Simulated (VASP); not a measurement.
Wanted: the native input for a VASP 6.6.1 run.

```
Task                   : single point
Functional             : LDA
Potentials or basis    : VASP PAW LDA potentials, release 64 (Mg, O)
Cutoff                 : 520 eV
k mesh                 : 9 × 9 × 6
Occupations            : gaussian, width 0.05 eV
Spin                   : no spin polarisation
Dipole correction      : no
Further INCAR settings : ALGO = Normal; EDIFF = 1e-07; NBANDS = 16
```

The structure of MgO lies in POSCAR:

```
MgO
1.0
    3.4919221997      0.0000000000      0.0000000000
   -1.7459610999      3.0240933330      0.0000000000
    0.0000000000      0.0000000000      4.4712249954
Mg O
2 2
Direct
    0.3333333333      0.6666666667      0.0021597400
    0.6666666667      0.3333333333      0.5021597400
    0.3333333333      0.6666666667      0.4024402600
    0.6666666667      0.3333333333      0.9024402600
```

This cell differs from its parent crystal: ratio of the length along z to the lengths across it x 0.85, volume and fractional coordinates fixed.

The input as run:

INCAR

```
SYSTEM = MgO
  ALGO = Normal
  EDIFF = 1E-7
  ENCUT = 520
  GGA = CA
  ISIF = 2
  ISMEAR = 0
  LASPH = .TRUE.
  LCHARG = .FALSE.
  LREAL = .FALSE.
  LWAVE = .FALSE.
  NBANDS = 16
  NELM = 60
  PREC = Accurate
  SIGMA = 0.05
```

KPOINTS

```
k-points
0
G
  9 9 6
  0 0 0
```

Potentials or basis: VASP PAW LDA potentials, release 64 (Mg, O).

Launch:

```bash
$ cat potpaw_LDA.64/Mg/POTCAR potpaw_LDA.64/O/POTCAR > POTCAR
$ mpirun -np 1 vasp_std > vasp.out
```

It gave:

```yaml
Pressure: -2.2 GPa
Largest_force: 2.610 eV/Å
Band_gap_on_the_k_mesh: 3.19 eV, direct
```

Caveat: forces of over 1 eV/Å act on the atoms, so gaps and moduli don't describe the material at rest.

Run time: 40 s on 1 thread of Intel Xeon 8259CL, with other jobs on the host, peak memory 0.17 GiB.
